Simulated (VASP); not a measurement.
The system is Nb.

```
Nb
1.0
    -1.66395    1.66395    1.66395
     1.66395   -1.66395    1.66395
     1.66395    1.66395   -1.66395
Nb
1
Direct
  0.00000 0.00000 0.00000
```

```yaml
Program: VASP 6.6.1
Task: relaxation of cell and atoms
Functional: r2SCAN
Potentials_or_basis: VASP PAW PBE potentials, release 64 (Nb_sv)
Cutoff: 550 eV
k_mesh: 26 × 26 × 26
Occupations: fermi-dirac, width 0.05 eV
Spin: no spin polarisation
```

At the start: pressure -3.9 GPa; volume 18.43 Å³/atom.

Problem. How do energy, volume and symmetry change on relaxing?

Solution. Over 6 steps the energy falls by 5.3 meV/atom and the volume is 18.01 Å³/atom (-2.3 %); space group Im-3m (No. 229, to 0.1 Å) before and after.

The path:
```
step  energy change (eV)  largest force (eV/Å)  pressure (GPa)  volume (Å³)
   1              0.0000                0.0000           -3.92        18.43
   2              0.0133                0.0000            8.15        17.25
   3             -0.0053                0.0000           -0.05        18.01
   4             -0.0053                0.0000            0.03        18.00
   5             -0.0053                0.0000           -0.04        18.01
   6             -0.0053                0.0000            0.00        18.01
```

Final structure:
```cif
data_structure
_symmetry_space_group_name_H-M 'P 1'
_symmetry_Int_Tables_number 1
_cell_length_a 2.8598
_cell_length_b 2.8598
_cell_length_c 2.8598
_cell_angle_alpha 109.471
_cell_angle_beta 109.471
_cell_angle_gamma 109.471
_cell_volume 18.01
loop_
_atom_site_label
_atom_site_type_symbol
_atom_site_fract_x
_atom_site_fract_y
_atom_site_fract_z
_atom_site_occupancy
Nb1 Nb 0.00000 0.00000 0.00000 1
```

Caveat: the PAW data sets were made with another functional, which shifts forces and pressure a little.
